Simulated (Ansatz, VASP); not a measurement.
Al2Cl in VASP and in Ansatz

```
CELL_PARAMETERS angstrom
0.00000 3.46029 3.46029
3.46029 0.00000 3.46029
3.46029 3.46029 0.00000
ATOMIC_POSITIONS crystal
Al 0.25000 0.25000 0.25000
Al 0.75000 0.75000 0.75000
Cl 0.50000 0.50000 0.50000
```

Alike in both runs: functional PBE; k mesh 6 × 6 × 6; occupations gaussian, width 0.1 eV; no spin polarisation.

Ansatz relaxed the structure, and its values are those at the end. VASP's run is a single point on that final structure, the one shown.

|  | VASP | Ansatz |
| --- | --- | --- |
| version | VASP 6.6.1 | Ansatz 0.2.0 |
| potentials or method | VASP PAW PBE potentials, release 64 (Al, Cl), cutoff 520 eV | scalar-relativistic, plane waves, PAW |
| valence electrons in the cell | 13 | 13 |

Ansatz gave:

* gap on the k mesh at the Fermi level (eV): none
* pressure (GPa): 0.3

Problem. Estimate VASP's values.

Solution. gap on the k mesh at the Fermi level (eV): none; pressure (GPa): 0.2.

A gap of «none» marks a metal or a gap that the smearing closes. The functional is the same, so the differences come from potentials, cutoffs and numerics.
